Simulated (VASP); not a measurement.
Write the native input for VASP 6.6.1 that does the following.

```
Task                   : single point
Functional             : PBEsol
Potentials or basis    : VASP PAW PBE potentials, release 64 (Si, C, H)
Cutoff                 : 520 eV
k mesh                 : 1 × 1 × 1, shifted
Occupations            : fermi-dirac, width 0.05 eV
Spin                   : no spin polarisation
Dipole correction      : no
Further INCAR settings : ALGO = Normal; EDIFF = 1e-07; NBANDS = 23
```

The structure of Si3H2C3 lies in POSCAR:

```
Si3H2C3
1.0
    2.1784270000     -2.1784270000      0.0000000000
    0.0000000000      2.1784270000     -2.1784270000
   12.2165690000     12.2165690000     12.2165690000
Si C H
3 3 2
Direct
    0.0084070000      0.0018000000      0.6321410000
    0.3497950000      0.6559100000      0.3956210000
    0.6463430000      0.3188270000      0.5134920000
    0.0033880000      0.0118120000      0.3665580000
    0.3488800000      0.6686310000      0.4866310000
    0.6405540000      0.3233780000      0.6036390000
    0.0256670000      0.0166950000      0.7038150000
    0.0075650000      0.0047030000      0.3134400000
```

One way to write it, as run:

INCAR

```
SYSTEM = Si3H2C3
PREC = Accurate
ENCUT = 520
EDIFF = 1E-7
ISMEAR = -1
SIGMA = 0.05
LREAL = .False.
LASPH = .True.
NELM = 80
ALGO = Normal
ISIF = 2
LWAVE = .False.
LCHARG = .False.
GGA = PS
NBANDS = 23
```

KPOINTS

```
Automatic mesh
0
Gamma
  1 1 1
  0.5 0.5 0.5
```

Potentials or basis: VASP PAW PBE potentials, release 64 (Si, C, H).

Run with:

```bash
$ cat potpaw_PBE.64/Si/POTCAR potpaw_PBE.64/C/POTCAR potpaw_PBE.64/H/POTCAR > POTCAR
$ mpirun -np 1 vasp_std > vasp.out
```

Results of the run:

| Quantity | Value |
| --- | --- |
| Largest force | 2.444 eV/Å |
| Band gap on the k mesh | 3.31 eV, direct |

Caveat: the k points lie up to 2.36 Å⁻¹ apart; the PAW data sets were made with another functional, which shifts forces and pressure a little.

Run time: 26 s on 1 thread of Intel(R) Xeon(R) Platinum 8559C (Emerald Rapids), on a shared host, peak memory 0.26 GiB.
